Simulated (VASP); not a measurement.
Input of a VASP 6.6.1 run:

The input INCAR:

```
ALGO = Normal
EDIFF = 1E-6
ENCUT = 500
GGA_COMPAT = F
ISIF = 2
ISMEAR = 0
LASPH = T
LCHARG = T
LELF = T
LREAL = F
LVHAR = T
LWAVE = F
NBANDS = 8
NELM = 120
PREC = Accurate
SIGMA = 0.01
```

The input KPOINTS:

```
k-points
0
Gamma
  12 12 12
```

Contents of POSCAR:

```
H
1.0
   -1.0263958065      1.0263958065      1.4709304576
    1.0263958065     -1.0263958065      1.4709304576
    1.0263958065      1.0263958065     -1.4709304576
H
2
Direct
    0.8709915001      0.8709915001      0.0000000000
    0.1290084999      0.1290084999      0.0000000000
```

Potentials or basis: VASP PAW LDA potentials, release 64 (H).

Command:

```console
$ cat potpaw_LDA.64/H/POTCAR > POTCAR
$ mpirun -np 1 vasp_std > vasp.out
```

Q: Estimate the pressure.

A: 39.1 GPa.

Q: What does it give for the band gap on the k mesh?

A: 3.31 eV (least direct gap 3.83 eV).

Q: Predict the largest force.

A: 0.021 eV/Å.

Stress tensor (GPa, compression positive):
```
39.09  0.00  0.00
 0.00 39.09  0.00
 0.00  0.00 39.25
```

Caveat: the cell stands under pressure. A k mesh can miss the band edges.
